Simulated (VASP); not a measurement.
Set up this calculation in VASP 6.6.1, as the native input.

| Item | Value |
| --- | --- |
| Task | single point |
| Functional | r2SCAN50 |
| Potentials or basis | VASP PAW PBE potentials, release 64 (Li_sv, S) |
| Cutoff | 720 eV |
| k mesh | 4 × 4 × 4 |
| Occupations | gaussian, width 0.05 eV |
| Spin | no spin polarisation |
| Dipole correction | no |
| Grid for exact exchange (PRECFOCK) | Normal |
| Further INCAR settings | ALGO = Normal; EDIFF = 1e-06; NBANDS = 13 |
| Share of exact exchange | 0.5 |

The system is Li2S.

```
Li S
1.0
     0.00000    2.85400    2.85400
     2.85400    0.00000    2.85400
     2.85400    2.85400    0.00000
Li S
2 1
Cartesian
  1.4270 1.4270 1.4270
  4.2810 4.2810 4.2810
  0.0000 0.0000 0.0000
```

One way to write it, as run:

POSCAR

```
Li2S
1.0
    0.0000000000      2.8540007422      2.8540007422
    2.8540007422      0.0000000000      2.8540007422
    2.8540007422      2.8540007422      0.0000000000
Li S
2 1
Direct
    0.2500000000      0.2500000000      0.2500000000
    0.7500000000      0.7500000000      0.7500000000
    0.0000000000      0.0000000000      0.0000000000
```

INCAR.step1

```
PREC = Accurate
ENCUT = 720
EDIFF = 1E-5
ISMEAR = 0
SIGMA = 0.05
LREAL = F
LASPH = T
NELM = 120
ALGO = Normal
ISIF = 2
LWAVE = T
LCHARG = F
GGA = PE
NBANDS = 13
GGA_COMPAT = F
```

INCAR.step2

```
PREC = Accurate
ENCUT = 720
EDIFF = 1E-6
ISMEAR = 0
SIGMA = 0.05
LREAL = F
LASPH = T
NELM = 120
ALGO = Normal
ISIF = 2
LWAVE = F
LCHARG = F
METAGGA = R2SCAN
LHFCALC = T
AEXX = 0.5
LMIXTAU = T
PRECFOCK = Normal
ISTART = 1
NBANDS = 13
GGA_COMPAT = F
```

KPOINTS

```
regular mesh
0
Gamma
  4 4 4
```

Potentials or basis: VASP PAW PBE potentials, release 64 (Li_sv, S).

Launch:

```console
$ cat potpaw_PBE.64/Li_sv/POTCAR potpaw_PBE.64/S/POTCAR > POTCAR
$ cp INCAR.step1 INCAR
$ mpirun -np 1 vasp_std > vasp.out
$ cp INCAR.step2 INCAR
$ mpirun -np 1 vasp_std > vasp.out
```

Results of the run:

| Quantity | Value |
| --- | --- |
| Pressure | -1.5 GPa |
| Band gap on the k mesh | 6.83 eV (least direct gap 7.92 eV) |

Caveat: the k points lie up to 0.48 Å⁻¹ apart; the PAW data sets were made with another functional, which shifts forces and pressure a little.

Wall time 11 min on 1 thread of Intel(R) Xeon(R) Platinum 8488C (Sapphire Rapids), with other jobs on the host, peak memory 0.22 GiB.
